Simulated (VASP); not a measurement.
LiCl:

```xyz
2
Lattice="0.0000 2.5560 2.5560 2.5560 0.0000 2.5560 2.5560 2.5560 0.0000" Properties=species:S:1:pos:R:3 pbc="T T T"
Li    0.0000    0.0000    0.0000
Cl    2.5560    2.5560    2.5560
```

Base run:

| Quantity | Value |
| --- | --- |
| Program | VASP 6.6.1 |
| Functional | HSE06 |
| Potentials or basis | VASP PAW PBE potentials, release 64 (Li_sv, Cl) |
| Cutoff | 520 eV |
| k mesh | 6 × 6 × 6 |
| Occupations | gaussian, width 0.01 eV |
| Spin | no spin polarisation |

Its results: band gap on the k mesh 7.79 eV.

Q: The run is repeated on the same cell with these changes: functional from HSE06 to PBE0. What comes out?

A: Band gap on the k mesh 8.52 eV.

A k mesh can miss the band edges.
